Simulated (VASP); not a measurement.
# Pd (Fd-3m) in VASP: further runs, part 2 of 2

VASP 6.6.1. The steps go on from the part before.

### 4 Single point, LDA

File INCAR:

```
SYSTEM = Pd
PREC     = Accurate       ! precision mode
ENCUT    = 500            ! plane-wave cutoff, eV
EDIFF    = 1E-6           ! SCF threshold, eV
ISMEAR   = -1             ! smearing method
SIGMA    = 0.1            ! smearing width, eV
LREAL    = .FALSE.        ! projectors in reciprocal space
LASPH    = .TRUE.         ! aspherical terms in the spheres
NELM     = 120            ! most SCF steps
ALGO     = Normal         ! electronic algorithm
ISIF     = 2              ! what is computed and relaxed
LWAVE    = .FALSE.        ! write WAVECAR
LCHARG   = .FALSE.        ! write CHGCAR
NBANDS   = 17             ! bands
GGA_COMPAT= .FALSE.
```

File KPOINTS:

```
Automatic mesh
0
G
  5 5 5
  0 0 0
```

File POSCAR:

```
Pd
1.0
    0.0000000000      2.8173935966      2.8173935966
    2.8173935966      0.0000000000      2.8173935966
    2.8173935966      2.8173935966      0.0000000000
Pd
2
Direct
    0.0000000000      0.0000000000      0.0000000000
    0.2500000000      0.2500000000      0.2500000000
```

Potentials or basis: VASP PAW LDA potentials, release 64 (Pd).

Run with:

```
> cat potpaw_LDA.64/Pd/POTCAR > POTCAR
> mpirun -np 1 vasp_std > vasp.out
```

OUTCAR:

```text
SYSTEM = Pd
   PREC = Accurate
   ENCUT = 500
   EDIFF = 1E-6
   ISMEAR = -1
   LREAL = .FALSE.
   LASPH = .TRUE.
   NELM = 120
   ISIF = 2

 ion  position               nearest neighbor table
   1  0.000  0.000  0.000-   2 2.44   2 2.44   2 2.44   2 2.44
   2  0.250  0.250  0.250-   1 2.44   1 2.44   1 2.44   1 2.44

  LATTYP: Found a face centered cubic cell.
 ALAT       =     5.6347871932

  Lattice vectors:

 A1 = (   0.0000000000,   2.8173935966,   2.8173935966)
 A2 = (   2.8173935966,   0.0000000000,   2.8173935966)
 A3 = (   2.8173935966,   2.8173935966,   0.0000000000)

Analysis of symmetry for initial positions (statically):
=====================================================================
 Subroutine PRICEL returns:
 Original cell was already a primitive cell.

 Routine SETGRP: Setting up the symmetry group for a
 face centered cubic supercell.

 Subroutine GETGRP returns: Found 48 space group operations
 (whereof 24 operations were pure point group operations)
 out of a pool of 48 trial point group operations.

The static configuration has the point symmetry T_d .
 The point group associated with its full space group is O_h .

[... 143 lines left out ...]

  energy without entropy =      -10.09648176  energy(sigma->0) =      -10.18029277

 E-fermi :   4.6895     XC(G=0): -10.7791

 val. band max:        4.6154901233   @ k =  -0.4000   0.4000   0.2000
 cond. band min:       4.6964218529   @ k =  -0.2000   0.2000   0.0000
 fundamental gap:      0.0809317296
 Fermi energy:         4.6894666533

 k-point     1 :       0.0000    0.0000    0.0000
  band No.  band energies     occupation
      1      -0.4306      2.00000
      2       0.8772      2.00000
      3       0.8772      2.00000
      4       1.0500      2.00000
      5       1.0500      2.00000
      6       1.0500      2.00000
[... 177 lines left out ...]
      4       1.5683      2.00000
      5       1.7607      2.00000
      6       2.3010      2.00000
[... 9 lines left out ...]
     16      17.5429      0.00000
     17      19.2210      0.00000

------------------------ aborting loop because EDIFF is reached ----------------------------------------

  FORCE on cell =-STRESS in cart. coord.  units (eV):
  Direction    XX          YY          ZZ          XY          YZ          ZX
  --------------------------------------------------------------------------------------
  -------------------------------------------------------------------------------------
  Total       -0.0372695     -0.0372695     -0.0372695     -0.0000000      0.0000000      0.0000000
  in kB       -1.3350314     -1.3350314     -1.3350314     -0.0000000      0.0000000      0.0000000
  external PRESSURE =      -1.3350314 kB  Pullay stress =       0.0000000 kB

 VOLUME and BASIS-vectors are now :
 -----------------------------------------------------------------------------
  energy-cutoff  :      500.00
  volume of cell :       44.73
      direct lattice vectors                 reciprocal lattice vectors
     0.000000000  2.817393597  2.817393597    -0.177468991  0.177468991  0.177468991
     2.817393597  0.000000000  2.817393597     0.177468991 -0.177468991  0.177468991
     2.817393597  2.817393597  0.000000000     0.177468991  0.177468991 -0.177468991

 POSITION                                       TOTAL-FORCE (eV/Angst)
 -----------------------------------------------------------------------------------
      0.00000      0.00000      0.00000         0.000000      0.000000     -0.000000
      1.40870      1.40870      1.40870        -0.000000     -0.000000      0.000000
 -----------------------------------------------------------------------------------
    total drift:                                0.000000     -0.000000      0.000000

  FREE ENERGIE OF THE ION-ELECTRON SYSTEM (eV)
  ---------------------------------------------------
  free  energy   TOTEN  =       -10.2641037940 eV

  energy  without entropy=      -10.0964817554  energy(sigma->0) =      -10.18029277
```

Run time: 8.2 s. Hardware: 1 thread of Intel Xeon Platinum 8488C (Sapphire Rapids), shared host; peak memory 0.14 GiB.

What came out:

```
Free energy            : -10.2641 eV
Pressure               : -0.1 GPa
Band gap on the k mesh : zero (band 10 reaches 4.73 eV, above the bottom of band 11 at 4.35 eV)
```

Levels at points of the mesh, in eV from the Fermi level:
| k point | band 8 | band 9 | band 10 | band 11 | band 12 | band 13 |
| --- | --- | --- | --- | --- | --- | --- |
| (0.00, 0.00, 0.00) | -1.55 | -1.55 | -0.18 | -0.18 | 12.12 | 12.12 |

Caveat: the k points lie up to 0.39 Å⁻¹ apart.

### 5 Single point, LDA

This run uses another cell than the first one, of 22.59 Å³/atom, 1.010 times its volume.

File INCAR:

```
SYSTEM = Pd
ALGO     = Normal         ! electronic algorithm
EDIFF    = 1E-6           ! SCF threshold, eV
ENCUT    = 500            ! plane-wave cutoff, eV
GGA      = CA             ! functional
GGA_COMPAT= .FALSE.      
ISIF     = 2              ! what is computed and relaxed
ISMEAR   = -1             ! smearing method
LASPH    = .TRUE.         ! aspherical terms in the spheres
LCHARG   = .FALSE.        ! write CHGCAR
LREAL    = .FALSE.        ! projectors in reciprocal space
LWAVE    = .FALSE.        ! write WAVECAR
NBANDS   = 17             ! bands
NELM     = 120            ! most SCF steps
PREC     = Accurate       ! precision mode
SIGMA    = 0.1            ! smearing width, eV
```

File KPOINTS:

```
k-points
0
G
  5 5 5
  0 0 0
```

File POSCAR:

```
Pd
1.0
    0.0000000000      2.8267537770      2.8267537770
    2.8267537770      0.0000000000      2.8267537770
    2.8267537770      2.8267537770      0.0000000000
Pd
2
Direct
    0.0000000000      0.0000000000      0.0000000000
    0.2500000000      0.2500000000      0.2500000000
```

Run with:

```
> cat potpaw_LDA.64/Pd/POTCAR > POTCAR
> mpirun -np 1 vasp_std > vasp.out
```

Run time: 6.8 s. Hardware: 1 thread of Intel Xeon Platinum 8488C (Sapphire Rapids), shared host; peak memory 0.14 GiB.

The run converged. Its results:

| Item | Value |
| --- | --- |
| Free energy | -10.2624 eV |
| Pressure | -1.0 GPa |
| Band gap on the k mesh | zero (band 10 reaches 4.61 eV, above the bottom of band 11 at 4.24 eV) |

Levels at points of the mesh, in eV from the Fermi level:
```
           k point  band 8  band 9  band 10  band 11  band 12  band 13
(0.00, 0.00, 0.00)   -1.53   -1.53    -0.18    -0.18    12.04    12.04
```

Caveat: the k points lie up to 0.38 Å⁻¹ apart.

### 6 Single point, LDA

This run uses another cell than the first one, of 22.12 Å³/atom, 0.989 times its volume.

File INCAR:

```
SYSTEM = Pd
  PREC = Accurate
  ENCUT = 500
  EDIFF = 1E-6
  ISMEAR = -1
  SIGMA = 0.1
  LREAL = .False.
  LASPH = .True.
  NELM = 120
  ALGO = Normal
  ISIF = 2
  LWAVE = .False.
  LCHARG = .False.
  GGA = CA
  NBANDS = 17
  GGA_COMPAT = .False.
```

File KPOINTS:

```
regular mesh
0
Gamma
  6 6 6
  0 0 0
```

File POSCAR:

```
Pd
1.0
    0.0000000000      2.8070902001      2.8070902001
    2.8070902001      0.0000000000      2.8070902001
    2.8070902001      2.8070902001      0.0000000000
Pd
2
Direct
    0.0000000000      0.0000000000      0.0000000000
    0.2500000000      0.2500000000      0.2500000000
```

Potentials or basis: VASP PAW LDA potentials, release 64 (Pd).

Run with:

```
> cat potpaw_LDA.64/Pd/POTCAR > POTCAR
> mpirun -np 1 vasp_std > vasp.out
```

Wall time 9.8 s (1 thread of Intel Xeon Platinum 8488C (Sapphire Rapids), shared host); peak memory 0.14 GiB.

The run converged. Its results:

```
Free energy            : -10.2780 eV
Pressure               : -0.2 GPa
Band gap on the k mesh : zero (band 10 reaches 4.74 eV, above the bottom of band 11 at 4.39 eV)
```

Levels at points of the mesh, in eV from the Fermi level:
| k point | band 7 | band 8 | band 9 | band 10 | band 11 | band 12 | band 13 | band 14 |
| --- | --- | --- | --- | --- | --- | --- | --- | --- |
| (0.00, 0.00, 0.00) | -1.55 | -1.55 | -1.55 | -0.16 | -0.16 | 12.29 | 12.29 | 12.29 |
| (0.50, 0.00, 0.00) | -1.16 | -1.16 | -0.38 | -0.38 | -0.32 | 1.36 | 8.90 | 8.90 |
| (0.50, 0.50, 0.00) | -2.09 | -2.09 | -0.18 | -0.18 | 1.98 | 1.98 | 4.84 | 4.84 |

### 7 Overview

```csv
cell,k mesh,gap on the mesh (eV),pressure (GPa)
"a = 3.984 Å, angles 60.0°, 2 atoms",5 × 5 × 5,none,-0.1
"a = 3.971 Å, angles 60.0°, 2 atoms",5 × 5 × 5,none,0.8
"a = 3.998 Å, angles 60.0°, 2 atoms",5 × 5 × 5,none,-1.0
"a = 3.970 Å, angles 60.0°, 2 atoms",6 × 6 × 6,none,-0.2
```

Alike in all rows: task single point; level LDA; potentials or basis VASP PAW LDA potentials, release 64 (Pd); no spin polarisation; cutoff (eV) 500; smearing fermi-dirac 0.1 eV.

Caveats: some runs use coarse meshes.

Absolute energies hang on the potentials; compare differences alone.
